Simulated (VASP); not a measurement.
A run of VASP 6.6.1 is set up as follows.

The input INCAR:

```
  PREC = Accurate
  ENCUT = 520
  EDIFF = 1E-6
  ISMEAR = -1
  SIGMA = 0.02
  LREAL = False
  LASPH = True
  NELM = 60
  ALGO = Normal
  ISIF = 2
  LWAVE = False
  LCHARG = False
  GGA = PE
  IVDW = 12
  NBANDS = 28
```

The input KPOINTS:

```
regular mesh
0
Gamma
  6 6 2
```

The input POSCAR:

```
PbS
1.0
    2.9738106568     -2.9510345148     -0.0473348252
    2.9738106568      2.9510345148     -0.0473348252
   -1.2807808848      0.0000000000      6.1289686396
Pb S
2 2
Direct
    0.7917149663      0.7917149663      0.7357590270
    0.2082850337      0.2082850337      0.2642409730
    0.3095294225      0.3095294225      0.7118960945
    0.6904705775      0.6904705775      0.2881039055
```

Potentials or basis: VASP PAW PBE potentials, release 64 (Pb_d, S).

Run with:

```bash
$ cat potpaw_PBE.64/Pb_d/POTCAR potpaw_PBE.64/S/POTCAR > POTCAR
$ mpirun -np 1 vasp_std > vasp.out
```

Task: Predict the pressure.

Result: -0.1 GPa.

Task: Predict the largest force.

Result: 0.005 eV/Å.

Task: Estimate the band gap on the k mesh.

Result: 1.33 eV (least direct gap 1.65 eV).

Task: What does it give for the dispersion energy per atom?

Result: -0.340 eV.

Forces on the atoms (eV/Å):
```
Pb   0.000  0.000 -0.002
Pb   0.000  0.000  0.002
S    0.000  0.000  0.005
S    0.000  0.000 -0.005
```

Caveat: the k points lie up to 0.51 Å⁻¹ apart; spin-orbit coupling is left out, which moves the levels of the heavy elements. A k mesh can miss the band edges.
